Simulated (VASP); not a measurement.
Write the native input for VASP 6.6.1 that does the following.

| Quantity | Value |
| --- | --- |
| Task | single point |
| Functional | PBE-based screened hybrid |
| Potentials or basis | VASP PAW PBE potentials, release 64 (Mg, S) |
| Cutoff | 520 eV |
| k mesh | 5 × 5 × 4 |
| Occupations | fermi-dirac, width 0.05 eV |
| Spin | no spin polarisation |
| Dipole correction | no |
| Grid for exact exchange (PRECFOCK) | Normal |
| Share of exact exchange | 0.25 |
| Further INCAR settings | ALGO = Normal; EDIFF = 1e-07; NBANDS = 11 |
| Screening parameter | 0.2 1/Å |

MgS:

```
Mg S
1.0
     0.06676    2.51847    2.70689
     3.05218    0.19366    2.57999
     3.39229    2.73167   -0.14645
Mg S
1 1
Cartesian
  0.1008 2.5250 2.7080
  4.8494 4.0763 3.8542
```

One way to write it, as run:

POSCAR

```
MgS
1.0
    0.0667560700      2.5184650300      2.7068920500
    3.0521833800      0.1936562600      2.5799918600
    3.3922924900      2.7316739500     -0.1464528500
Mg S
1 1
Direct
    0.9960441600      0.0048933100      0.0057007100
    0.7539558400      0.7451066900      0.7442992900
```

INCAR.step1

```
ALGO     = Normal         # electronic algorithm
EDIFF    = 1E-5           # SCF threshold, eV
ENCUT    = 520            # plane-wave cutoff, eV
GGA      = PE             # functional
ISIF     = 2              # what is computed and relaxed
ISMEAR   = -1             # smearing method
LASPH    = T              # aspherical terms in the spheres
LCHARG   = F              # write CHGCAR
LREAL    = F              # projectors in reciprocal space
LWAVE    = T              # write WAVECAR
NBANDS   = 11             # bands
NELM     = 80             # most SCF steps
PREC     = Accurate       # precision mode
SIGMA    = 0.05           # smearing width, eV
```

INCAR.step2

```
AEXX     = 0.25           # exact-exchange fraction
ALGO     = Normal         # electronic algorithm
EDIFF    = 1E-7           # SCF threshold, eV
ENCUT    = 520            # plane-wave cutoff, eV
GGA      = PE             # functional
HFSCREEN = 0.2            # screening, 1/A
ISIF     = 2              # what is computed and relaxed
ISMEAR   = -1             # smearing method
ISTART   = 1            
LASPH    = T              # aspherical terms in the spheres
LCHARG   = F              # write CHGCAR
LHFCALC  = T              # exact exchange
LREAL    = F              # projectors in reciprocal space
LWAVE    = F              # write WAVECAR
NBANDS   = 11             # bands
NELM     = 80             # most SCF steps
PREC     = Accurate       # precision mode
PRECFOCK = Normal       
SIGMA    = 0.05           # smearing width, eV
```

KPOINTS

```
k-points
0
Gamma
  5 5 4
```

Potentials or basis: VASP PAW PBE potentials, release 64 (Mg, S).

Run with:

```bash
$ cat potpaw_PBE.64/Mg/POTCAR potpaw_PBE.64/S/POTCAR > POTCAR
$ cp INCAR.step1 INCAR
$ mpirun -np 1 vasp_std > vasp.out
$ cp INCAR.step2 INCAR
$ mpirun -np 1 vasp_std > vasp.out
```

It gave:

* Pressure: 3.5 GPa
* Largest force: 1.765 eV/Å
* Band gap on the k mesh: 3.78 eV, indirect (least direct gap 3.87 eV)

Caveat: the k points lie up to 0.46 Å⁻¹ apart; the PAW data sets were made with another functional, which shifts forces and pressure a little.

It took 15 min on 1 thread of Intel(R) Xeon(R) Platinum 8488C (Sapphire Rapids), with other jobs on the host, peak memory 0.3 GiB.
